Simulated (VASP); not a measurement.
The system is CdS.

```
CELL_PARAMETERS angstrom
0.00000 2.75324 2.75324
2.75324 0.00000 2.75324
2.75324 2.75324 0.00000
ATOMIC_POSITIONS crystal
Cd 0.00000 0.00000 0.00000
S 0.50000 0.50000 0.50000
```

Program: VASP 6.6.1. Alike in all runs: task single point; level r2SCAN; potentials or basis VASP PAW PBE potentials, release 64 (Cd, S); no spin polarisation; cell as given; cutoff (eV) 550; smearing fermi-dirac 0.1 eV.

Task: Order these runs on this cell by their band gap on the k mesh, lowest first.
A. k mesh 3 × 3 × 3
B. k mesh 4 × 4 × 4
C. k mesh 5 × 5 × 5

Result: B (0.71 eV), C (1.22 eV), A (1.58 eV).

Caveats: some runs use coarse meshes.

A k mesh can miss the band edges, odd and even meshes differently.
